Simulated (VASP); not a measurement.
BeS, 2 atoms in the cell. Symmetry: F-43m, No. 216, cubic system. The conventional cell has a = 4.940 Å, b = 4.940 Å, c = 4.940 Å, α = 90.00°, β = 90.00°, γ = 90.00°. Be (site symmetry -43m) has 4 S at 2.14 Å within 2.8 Å. Within 2.8 Å of S (site symmetry -43m) lie 4 Be at 2.14 Å.  This cell differs from its parent crystal: Se replaced by S, lengths x 0.958, strained.

* Program: VASP 6.6.1
* Task: single point
* Functional: PBE
* Potentials or basis: VASP PAW PBE potentials, release 64 (Be, S)
* Cutoff: 600 eV
* k mesh: 8 × 8 × 8
* Occupations: gaussian, width 0.02 eV
* Spin: no spin polarisation
* Dipole correction: no
* Further INCAR settings: ALGO = Normal; EDIFF = 1e-06; NBANDS = 11

Potentials or basis: VASP PAW PBE potentials, release 64 (Be, S).

Launch:

```sh
$ cat potpaw_PBE.64/Be/POTCAR potpaw_PBE.64/S/POTCAR > POTCAR
$ mpirun -np 1 vasp_std > vasp.out
```

Hardware: 1 thread of Intel(R) Xeon(R) 6975P-C (Granite Rapids), on a shared host.

How long does it take, and how much memory?

Wall time 4.8 s on 1 thread of Intel(R) Xeon(R) 6975P-C (Granite Rapids), with other jobs on the host, peak memory 0.14 GiB. Counts: scf iterations 12, k points 29.
